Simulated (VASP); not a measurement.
# MgI2 (P-3m1) in VASP: further runs, part 2 of 3

VASP 6.6.1. Earlier steps stand in the parts before.

### Step 3. Single point, LDA (atoms shifted along a free coordinate)

The input, INCAR:

```
PREC = Accurate ; ENCUT = 520
EDIFF = 1E-6 ; ISMEAR = 0
SIGMA = 0.05 ; LREAL = False
LASPH = True ; NELM = 60
ALGO = Normal ; ISIF = 2
LWAVE = False ; LCHARG = False
NBANDS = 15
```

The input, KPOINTS:

```
Automatic mesh
0
Gamma
  6 6 4
```

The input, POSCAR:

```
MgI2
1.0
    4.0774752860      0.0000000000      0.0000000000
   -2.0387376430      3.5311971809      0.0000000000
    0.0000000000      0.0000000000      6.6885602206
Mg I
1 2
Direct
    0.0000000000      0.0000000000      0.0000000000
    0.3333333333      0.6666666667      0.7672995888
    0.6666666667      0.3333333333      0.2327004112
```

Potentials or basis: VASP PAW LDA potentials, release 64 (Mg, I).

Started as:

```sh
$ cat potpaw_LDA.64/Mg/POTCAR potpaw_LDA.64/I/POTCAR > POTCAR
$ mpirun -np 1 vasp_std > vasp.out
```

Run time: 44 s. Hardware: 1 thread of Intel Xeon 8259CL, shared host; peak memory 0.19 GiB.

It converged, with:

```
Free energy            : -9.0379 eV
Pressure               : 1.8 GPa
Largest force          : 0.599 eV/Å
Band gap on the k mesh : 3.33 eV (least direct gap 3.73 eV)
```

Forces in eV/Å, atoms in the order of the input:
```
Mg   0.000  0.000  0.000
I    0.000  0.000 -0.599
I    0.000  0.000  0.599
```

Stress tensor (GPa, compression positive):
```
1.35 0.00 0.00
0.00 1.35 0.00
0.00 0.00 2.58
```

Levels at points of the mesh, in eV from the valence-band top:
```csv
k point,band 4,band 5,band 6,band 7,band 8,band 9,band 10,band 11,band 12,band 13
"(0.00, 0.00, 0.00)",-0.74,-0.74,-0.25,-0.25,0.00,3.73,4.43,6.43,6.43,7.27
"(0.50, 0.00, 0.00)",-3.32,-2.10,-1.80,-1.07,-0.64,3.35,5.16,5.40,6.95,8.43
"(0.00, 0.00, 0.50)",-1.59,-0.65,-0.65,-0.34,-0.34,4.58,4.60,6.24,6.24,7.53
"(0.50, 0.00, 0.50)",-3.70,-1.65,-1.32,-0.95,-0.88,3.42,5.04,5.43,5.92,7.86
```

Caveat: the cell differs from its parent crystal (atoms shifted along a free coordinate); spin-orbit coupling is left out, which moves the levels of the heavy elements. A k mesh can miss the band edges.

### Step 4. Single point, LDA

The input, INCAR:

```
SYSTEM = MgI2
PREC     = Accurate       ! precision mode
ENCUT    = 520            ! plane-wave cutoff, eV
EDIFF    = 1E-6           ! SCF threshold, eV
ISMEAR   = 0              ! smearing method
SIGMA    = 0.05           ! smearing width, eV
LREAL    = .FALSE.        ! projectors in reciprocal space
LASPH    = .TRUE.         ! aspherical terms in the spheres
NELM     = 80             ! most SCF steps
ALGO     = Normal         ! electronic algorithm
ISIF     = 2              ! what is computed and relaxed
LWAVE    = .FALSE.        ! write WAVECAR
LCHARG   = .TRUE.         ! write CHGCAR
LELF     = .TRUE.         ! ELF
LVHAR    = .TRUE.       
NBANDS   = 15             ! bands
```

The input, KPOINTS:

```
regular mesh
0
G
  6 6 4
  0 0 0
```

The input, POSCAR:

```
MgI2
1.0
    4.0774752860      0.0000000000      0.0000000000
   -2.0387376430      3.5311971809      0.0000000000
    0.0000000000      0.0000000000      6.6885602206
Mg I
1 2
Direct
    0.0000000000      0.0000000000      0.0000000000
    0.3333333333      0.6666666667      0.7523486881
    0.6666666667      0.3333333333      0.2476513119
```

Potentials or basis: VASP PAW LDA potentials, release 64 (Mg, I).

Started as:

```sh
$ cat potpaw_LDA.64/Mg/POTCAR potpaw_LDA.64/I/POTCAR > POTCAR
$ mpirun -np 1 vasp_std > vasp.out
```

OUTCAR:

```text
SYSTEM = MgI2
   PREC = Accurate
   ENCUT = 520
   EDIFF = 1E-6
   ISMEAR = 0
   LREAL = .FALSE.
   LASPH = .TRUE.
   NELM = 80
   ISIF = 2

 ion  position               nearest neighbor table
   1  0.000  0.000  0.000-   2 2.88   3 2.88   2 2.88   3 2.88   3 2.88   2 2.88
   2  0.333  0.667  0.752-   1 2.88   1 2.88   1 2.88
   3  0.667  0.333  0.248-   1 2.88   1 2.88   1 2.88

  LATTYP: Found a hexagonal cell.
 ALAT       =     4.0774752860
 C/A-ratio  =     1.6403680590

  Lattice vectors:

 A1 = (   4.0774752860,   0.0000000000,   0.0000000000)
 A2 = (  -2.0387376430,   3.5311971809,   0.0000000000)
 A3 = (   0.0000000000,   0.0000000000,   6.6885602206)

Analysis of symmetry for initial positions (statically):
=====================================================================
 Subroutine PRICEL returns:
 Original cell was already a primitive cell.

 Routine SETGRP: Setting up the symmetry group for a
 hexagonal supercell.

 Subroutine GETGRP returns: Found 12 space group operations
 (whereof 12 operations were pure point group operations)
 out of a pool of 24 trial point group operations.

The static configuration has the point symmetry D_3d.

Analysis of symmetry for dynamics (positions and initial velocities):
=====================================================================
 Subroutine PRICEL returns:
 Original cell was already a primitive cell.

 Routine SETGRP: Setting up the symmetry group for a
 hexagonal supercell.

 Subroutine GETGRP returns: Found 12 space group operations
 (whereof 12 operations were pure point group operations)
 out of a pool of 24 trial point group operations.

The dynamic configuration has the point symmetry D_3d.

 Subroutine INISYM returns: Found 12 space group operations
 (whereof 12 operations are pure point group operations),
 and found     1 'primitive' translations

----------------------------------------------------------------------------------------

                                     Primitive cell

  volume of cell :      96.3044

  direct lattice vectors                    reciprocal lattice vectors
     4.077475286  0.000000000  0.000000000     0.245249800  0.141595038  0.000000000
    -2.038737643  3.531197181  0.000000000     0.000000000  0.283190077  0.000000000
     0.000000000  0.000000000  6.688560221     0.000000000  0.000000000  0.149509007

  length of vectors
     4.077475286  4.077475286  6.688560221     0.283190077  0.283190077  0.149509007

  position of ions in fractional coordinates (direct lattice)
     0.000000000  0.000000000  0.000000000
     0.333333333  0.666666667  0.752348688
     0.666666667  0.333333333  0.247651312

  ion indices of the primitive-cell ions
   primitive index   ion index
                 1           1
                 2           2
                 3           3

----------------------------------------------------------------------------------------

 KPOINTS: regular mesh

Automatic generation of k-mesh.
 Grid dimensions read from file:
 generate k-points for:    6    6    4

 Generating k-lattice:

  Cartesian coordinates                     Fractional coordinates (reciprocal lattice)
     0.040874967  0.023599173  0.000000000     0.166666667  0.000000000  0.000000000
[... 41 lines left out ...]
   number of dos      NEDOS =    301   number of ions     NIONS =      3
   total plane-waves  NPLWV =  45000
   dimension x,y,z NGX =    30 NGY =   30 NGZ =   50
   dimension x,y,z NGXF=    60 NGYF=   60 NGZF=  100
   ions per type =               1   2
   NGX,Y,Z   is equivalent  to a cutoff of  12.23, 12.23, 12.43 a.u.
   NGXF,Y,Z  is equivalent  to a cutoff of  24.46, 24.46, 24.86 a.u.
 SYSTEM =  MgI2
   PREC   = accura    normal or accurate (medium, high low for compatibility)
   ISTART =      0    job   : 0-new  1-cont  2-samecut
   ICHARG =      2    charge: 1-file 2-atom 10-const
   ISPIN  =      1    spin polarized calculation?
   LNONCOLLINEAR =      F non collinear calculations
   LSORBIT =      F    spin-orbit coupling
   LASPH  =      T    aspherical Exc in radial PAW
   ENCUT  =  520.0 eV  38.22 Ry    6.18 a.u.   7.58  7.58 12.44*2*pi/ulx,y,z
   NELM   =     80;   NELMIN=  2; NELMDL= -5     # of ELM steps
   EDIFF  = 0.1E-05   stopping-criterion for ELM
   LREAL  =      F    real-space projection
   EDIFFG = 0.1E-04   stopping-criterion for IOM
   NSW    =      0    number of steps for IOM
   IBRION =     -1    ionic relax: 0-MD 1-quasi-New 2-CG
   NFREE  =      0    steps in history (QN), initial steepest desc. (CG)
   ISIF   =      2    stress and relaxation
   ISYM   =      2    0-nonsym 1-usesym 2-fastsym
   POTIM  = 0.5000    time-step for ionic-motion
   TEBEG  =    0.0;   TEEND  =   0.0 temperature during run
   PSTRESS=    0.0 pullay stress
   NELECT =      16.0000    total number of electrons
   NUPDOWN=      -1.0000    fix difference up-down
   EMIN   =  10.00;   EMAX   =-10.00  energy-range for DOS
   EFERMI =   0.00;   METHOD = LEGACY
   ISMEAR =     0;   SIGMA  =   0.05  broadening in eV -4-tet -1-fermi 0-gaus
   EFERMI_NEDOS =   21; number of points for ismear=-14 and -15
   IALGO  =     38    algorithm
   IMIX   =      4    mixing-type and parameters
     AMIX     =   0.40;   BMIX     =  1.00
     AMIX_MAG =   1.60;   BMIX_MAG =  1.00
  volume/ion in A,a.u.               =      32.10       216.63
  Fermi-wavevector in a.u.,A,eV,Ry     =   0.899980  1.700716 11.020228  0.809964
  Thomas-Fermi vector in A             =   2.022881
   LORBIT       =      0    0 simple, 1 ext, 2 COOP (PROOUT), +10 PAW based schemes
   GGA     = CA    functional components
   LHFCALC =     F    Hartree Fock is set to
   AEXX    =    0.0000 exact exchange contribution
   IVDW    =     0    specifies the selected vdW correction
   LEPSILON=     F    determine dielectric tensor
   LRPA    =     F    only Hartree local field effects (RPA)
 non-spin polarized calculation
 Gauss-broadening in eV      SIGMA  =   0.05
  energy-cutoff  :      520.00
  volume of cell :       96.30
 maximum number of plane-waves:      2622
   NGX = 15   NGY = 15   NGZ = 25

 number of electron      15.9999998 magnetization

 Free energy of the ion-electron system (eV)
  ---------------------------------------------------
  ext. energy  EPLUGINS =         0.00000000
  ---------------------------------------------------
  free energy    TOTEN  =        -9.09548733 eV

  energy without entropy =       -9.09548733  energy(sigma->0) =       -9.09548733

 E-fermi :   3.1014     XC(G=0):  -8.8239

 val. band max:        2.8195763057   @ k =   0.0000   0.0000   0.0000
 cond. band min:       6.1422859944   @ k =   0.5000   0.0000   0.2500
 fundamental gap:      3.3227096887
 Fermi energy:         3.1014017112

 k-point     1 :       0.0000    0.0000    0.0000
  band No.  band energies     occupation
      1      -9.6151      2.00000
      2      -8.7864      2.00000
      3      -1.1484      2.00000
      4       2.2786      2.00000
      5       2.2786      2.00000
      6       2.7150      2.00000
      7       2.7150      2.00000
      8       2.8196      2.00000
      9       6.4113      0.00000
     10       7.3915      0.00000
     11       9.4393      0.00000
     12       9.4393      0.00000
     13      10.1317      0.00000
     14      10.8853      0.00000
[... 401 lines left out ...]
      2      -8.5876      2.00000
      3      -0.6242      2.00000
      4      -0.3076      2.00000
      5      -0.3076      2.00000
      6       0.2691      2.00000
      7       2.1858      2.00000
      8       2.1858      2.00000
      9       7.6201      0.00000
     10       8.2932      0.00000
     11       8.2932      0.00000
     12       9.7915      0.00000
     13      11.1096      0.00000
     14      11.3880      0.00000
     15      11.5802      0.00000

------------------------ aborting loop because EDIFF is reached ----------------------------------------

  FORCE on cell =-STRESS in cart. coord.  units (eV):
  Direction    XX          YY          ZZ          XY          YZ          ZX
  --------------------------------------------------------------------------------------
  -------------------------------------------------------------------------------------
  Total       -0.0711795     -0.0711795     -0.0593505     -0.0000000     -0.0000000      0.0000000
  in kB       -1.1841852     -1.1841852     -0.9873901     -0.0000000     -0.0000000      0.0000000
  external PRESSURE =      -1.1185868 kB  Pullay stress =       0.0000000 kB

 VOLUME and BASIS-vectors are now :
 -----------------------------------------------------------------------------
  energy-cutoff  :      520.00
  volume of cell :       96.30
      direct lattice vectors                 reciprocal lattice vectors
     4.077475286  0.000000000  0.000000000     0.245249800  0.141595038  0.000000000
    -2.038737643  3.531197181  0.000000000     0.000000000  0.283190077  0.000000000
     0.000000000  0.000000000  6.688560221     0.000000000  0.000000000  0.149509007

 POSITION                                       TOTAL-FORCE (eV/Angst)
 -----------------------------------------------------------------------------------
      0.00000      0.00000      0.00000        -0.000000      0.000000      0.000000
     -0.00000      2.35413      5.03213         0.000000     -0.000000      0.010436
      2.03874      1.17707      1.65643         0.000000      0.000000     -0.010436
 -----------------------------------------------------------------------------------
    total drift:                               -0.000000      0.000000     -0.000000

  FREE ENERGIE OF THE ION-ELECTRON SYSTEM (eV)
  ---------------------------------------------------
  free  energy   TOTEN  =        -9.0954873349 eV

  energy  without entropy=       -9.0954873349  energy(sigma->0) =       -9.09548733
```

Run time: 43 s. Hardware: 1 thread of Intel Xeon 8259CL, shared host; peak memory 0.19 GiB.

What came out:

```
Free energy            : -9.0955 eV
Pressure               : -0.1 GPa
Largest force          : 0.010 eV/Å
Band gap on the k mesh : 3.32 eV (least direct gap 3.59 eV)
```

Forces in eV/Å, atoms in the order of the input:
```
Mg   0.000  0.000  0.000
I    0.000  0.000  0.010
I    0.000  0.000 -0.010
```

Caveat: spin-orbit coupling is left out, which moves the levels of the heavy elements. As with any semilocal functional, this LDA gap is likely too small.

### Step 5. Single point, LDA (atoms shifted along a free coordinate)

The input, INCAR:

```
SYSTEM = MgI2
  PREC = Accurate
  ENCUT = 520
  EDIFF = 1E-6
  ISMEAR = 0
  SIGMA = 0.05
  LREAL = .FALSE.
  LASPH = .TRUE.
  NELM = 60
  ALGO = Normal
  ISIF = 2
  LWAVE = .FALSE.
  LCHARG = .FALSE.
  GGA = CA
  NBANDS = 15
```

The input, KPOINTS:

```
Automatic mesh
0
G
  6 6 4
  0 0 0
```

The input, POSCAR:

```
MgI2
1.0
    4.1134023628      0.0000000000      0.0000000000
   -2.0567011814      3.5623109422      0.0000000000
    0.0000000000      0.0000000000      6.7474938499
Mg I
1 2
Direct
    0.0000000000      0.0000000000      0.0000000000
    0.3333333333      0.6666666667      0.7598241385
    0.6666666667      0.3333333333      0.2401758615
```

Started as:

```sh
$ cat potpaw_LDA.64/Mg/POTCAR potpaw_LDA.64/I/POTCAR > POTCAR
$ mpirun -np 1 vasp_std > vasp.out
```

Run time: 40 s. Hardware: 1 thread of Intel Xeon 8259CL, shared host; peak memory 0.19 GiB.

The run converged. Its results:

| Property | Result |
| --- | --- |
| Free energy | -9.0868 eV |
| Pressure | -0.2 GPa |
| Largest force | 0.140 eV/Å |
| Band gap on the k mesh | 3.33 eV (least direct gap 3.55 eV) |

Forces in eV/Å, atoms in the order of the input:
```
Mg   0.000  0.000  0.000
I    0.000  0.000 -0.140
I    0.000  0.000  0.140
```

Stress tensor (GPa, compression positive):
```
-0.39  0.00  0.00
 0.00 -0.39  0.00
 0.00  0.00  0.29
```

Levels at points of the mesh, in eV from the valence-band top:
| k point | band 5 | band 6 | band 7 | band 8 | band 9 | band 10 | band 11 | band 12 |
| --- | --- | --- | --- | --- | --- | --- | --- | --- |
| (0.00, 0.00, 0.00) | -0.60 | -0.17 | -0.17 | 0.00 | 3.55 | 4.50 | 6.51 | 6.51 |
| (0.50, 0.00, 0.00) | -2.05 | -1.60 | -1.04 | -0.56 | 3.42 | 5.13 | 5.32 | 6.84 |
| (0.00, 0.00, 0.50) | -0.50 | -0.50 | -0.28 | -0.28 | 4.53 | 4.62 | 6.31 | 6.31 |
| (0.50, 0.00, 0.50) | -1.42 | -1.24 | -0.91 | -0.83 | 3.38 | 4.99 | 5.48 | 5.88 |

Caveat: the cell differs from its parent crystal (atoms shifted along a free coordinate); spin-orbit coupling is left out, which moves the levels of the heavy elements.

(Continued in part 3 of 3.)
